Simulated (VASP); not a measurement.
Here is a VASP 6.6.1 calculation.

File INCAR:

```
ALGO     = Normal         # electronic algorithm
EDIFF    = 1E-6           # SCF threshold, eV
ENCUT    = 520            # plane-wave cutoff, eV
GGA      = PE             # functional
ISIF     = 2              # what is computed and relaxed
ISMEAR   = -1             # smearing method
ISPIN    = 2              # spin polarisation
LASPH    = True           # aspherical terms in the spheres
LCHARG   = True           # write CHGCAR
LDAU     = True           # DFT+U
LDAUJ    = 0 0          
LDAUL    = 2 -1           # shell
LDAUPRINT= 1            
LDAUTYPE = 2            
LDAUU    = 4 0            # U, eV
LELF     = True           # ELF
LMAXMIX  = 4              # l up to which the mixer works
LORBIT   = 11             # projections on sites
LREAL    = False          # projectors in reciprocal space
LVHAR    = True         
LWAVE    = False          # write WAVECAR
MAGMOM   = 1 0 0          # initial moments
NBANDS   = 20             # bands
NELM     = 150            # most SCF steps
PREC     = Accurate       # precision mode
SIGMA    = 0.05           # smearing width, eV
```

KPOINTS

```
k-points
0
Gamma
  9 9 9
```

Contents of POSCAR:

```
Si2Ni
1.0
    0.0000000000      2.7239424405      2.7239424405
    2.7239424405      0.0000000000      2.7239424405
    2.7239424405      2.7239424405      0.0000000000
Ni Si
1 2
Direct
    0.0000000000      0.0000000000      0.0000000000
    0.7500000000      0.7500000000      0.7500000000
    0.2500000000      0.2500000000      0.2500000000
```

Potentials or basis: VASP PAW PBE potentials, release 64 (Ni, Si).

Launch:

```sh
$ cat potpaw_PBE.64/Ni/POTCAR potpaw_PBE.64/Si/POTCAR > POTCAR
$ mpirun -np 1 vasp_std > vasp.out
```

Q: Estimate the pressure.

A: -3.3 GPa.

Q: Estimate the band gap on the k mesh.

A: Zero (filled and empty bands overlap).

Eigenvalues of the final occupation matrices:
```tsv
site	spin	trace	eigenvalues
site 1 d	1	4.34	0.85 0.85 0.85 0.90 0.90
site 1 d	2	4.34	0.85 0.85 0.85 0.90 0.90
```

Caveat: the U is typed as a test and isn't derived for this compound. The state reached can hang on the start; a lower one may exist.
